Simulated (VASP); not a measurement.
A run of VASP 6.6.1 is set up as follows.

Contents of INCAR:

```
  ALGO = Normal
  EDIFF = 1E-6
  ENCUT = 500
  GGA_COMPAT = False
  ISIF = 2
  ISMEAR = 0
  LASPH = True
  LCHARG = False
  LREAL = False
  LWAVE = False
  NBANDS = 16
  NELM = 120
  PREC = Accurate
  SIGMA = 0.01
```

File KPOINTS:

```
k-points
0
Gamma
  6 6 6
```

The input POSCAR:

```
CdS
1.0
    0.0000000000      2.9392148400      2.9392148400
    2.9392148400      0.0000000000      2.9392148400
    2.9392148400      2.9392148400      0.0000000000
Cd S
1 1
Direct
    0.0000000000      0.0000000000      0.0000000000
    0.2500000000      0.2500000000      0.2500000000
```

Potentials or basis: VASP PAW LDA potentials, release 64 (Cd, S).

The run is started by

```bash
$ cat potpaw_LDA.64/Cd/POTCAR potpaw_LDA.64/S/POTCAR > POTCAR
$ mpirun -np 1 vasp_std > vasp.out
```

**Question.** Estimate the band gap on the k mesh.

**Answer.** 0.84 eV, direct.

**Question.** What does it give for the pressure?

**Answer.** -3.3 GPa.

Expect the measured gap to be larger: semilocal functionals such as LDA lack the derivative discontinuity.
